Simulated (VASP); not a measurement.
The system is B.

```
B
1.0
    -2.52141    2.52141    2.26584
     2.52141   -2.52141    2.26584
     2.52141    2.52141   -2.26584
B
8
Direct
  0.75543 0.11320 0.23211
  0.88109 0.52332 0.76789
  0.11320 0.75543 0.23211
  0.47668 0.24457 0.35776
  0.88680 0.11891 0.64224
  0.52332 0.88109 0.76789
  0.24457 0.47668 0.35776
  0.11891 0.88680 0.64224
```

The cell was built from a structure type or drawn by symmetry, and may not be a known phase.

| Item | Value |
| --- | --- |
| Program | VASP 6.6.1 |
| Task | relaxation of cell and atoms |
| Functional | PBE |
| Potentials or basis | VASP PAW PBE potentials, release 64 (B) |
| Cutoff | 600 eV |
| k mesh | 6 × 6 × 6 |
| Occupations | gaussian, width 0.1 eV |
| Spin | no spin polarisation |

At the start: pressure 34.0 GPa; volume 7.20 Å³/atom.

**Question.** Where does the relaxation end?

**Answer.** Over 27 steps the energy falls by 741.8 meV/atom and the volume is 7.64 Å³/atom (+6.1 %); space group I-42m (No. 121, to 0.1 Å) before, P4_2/mmc (No. 131, to 0.1 Å).

Step by step:
```
step  energy change (eV)  largest force (eV/Å)  pressure (GPa)  volume (Å³)
   1              0.0000                1.7677           34.02        57.62
   2             -0.7416                1.3950           -8.93        71.30
   3             -1.0847                0.8280            2.97        65.45
   4             -1.2578                0.7266           -2.93        67.78
   5             -1.2682                0.8219           -4.38        68.46
   6             -1.4372                0.9185           -4.19        68.58
   7             -1.9712                1.1546           -4.68        68.92
   8             -2.9741                1.5002           -8.75        69.55
   9             -4.1715                1.5188          -18.61        70.52
  10             -4.2789                1.4329          -17.82        70.05
  11             -4.3736                1.3634          -16.05        69.23
  12             -4.5033                1.2795          -15.24        68.67
  13             -4.8514                1.0097          -12.43        66.99
  14             -5.3179                0.6345           -4.99        63.73
  15             -4.9768                2.7065           19.11        57.49
  16             -5.4158                0.9220            0.63        61.87
  17             -5.5392                0.7387            1.33        61.46
  18             -5.6819                0.6698            4.97        60.22
  19             -5.6872                0.6124            4.10        60.43
  20             -5.7598                0.4787            2.18        60.86
  21             -5.8634                0.2417           -2.76        62.15
  22             -5.9199                0.1191           -1.62        61.72
  23             -5.9304                0.0938           -0.74        61.45
  24             -5.9304                0.0915           -0.79        61.46
  25             -5.9328                0.0646            0.01        61.22
  26             -5.9333                0.0636            0.54        61.06
  27             -5.9346                0.0250            0.36        61.11
```

Final structure:
```
CELL_PARAMETERS angstrom
-2.83782 2.83782 1.89720
2.83782 -2.83782 1.89720
2.83782 2.83782 -1.89720
ATOMIC_POSITIONS crystal
B 0.73184 0.23264 0.21387
B 0.01877 0.51797 0.78613
B 0.23264 0.73184 0.21387
B 0.48203 0.26816 0.50080
B 0.76736 0.98123 0.49920
B 0.51797 0.01877 0.78613
B 0.26816 0.48203 0.50080
B 0.98123 0.76736 0.49920
```
